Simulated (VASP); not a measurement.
Here is a VASP 6.6.1 calculation.

INCAR

```
ALGO     = Normal         # electronic algorithm
EDIFF    = 1E-6           # SCF threshold, eV
ENCUT    = 520            # plane-wave cutoff, eV
GGA      = PE             # functional
ISIF     = 2              # what is computed and relaxed
ISMEAR   = -1             # smearing method
LASPH    = T              # aspherical terms in the spheres
LCHARG   = F              # write CHGCAR
LREAL    = F              # projectors in reciprocal space
LWAVE    = F              # write WAVECAR
NBANDS   = 12             # bands
NELM     = 80             # most SCF steps
PREC     = Accurate       # precision mode
SIGMA    = 0.05           # smearing width, eV
```

Contents of KPOINTS:

```
k-points
0
Gamma
  15 15 15
```

The input POSCAR:

```
Au
1.0
    2.9427461886      0.0000000000      0.0000000000
    0.0000000000      2.9427461886      0.0000000000
    0.0000000000      0.0000000000      2.9427461886
Au
1
Direct
    0.0000000000      0.0000000000      0.0000000000
```

Potentials or basis: VASP PAW PBE potentials, release 64 (Au).

The run is started by

```sh
$ cat potpaw_PBE.64/Au/POTCAR > POTCAR
$ mpirun -np 1 vasp_std > vasp.out
```

Question: Estimate the band gap on the k mesh.

Answer: Zero (an odd number of electrons rules out a gap without spin polarisation).

Question: Predict the pressure.

Answer: -11.9 GPa.

Caveat: the cell stands under tension; spin-orbit coupling is left out, which moves the levels of the heavy elements.
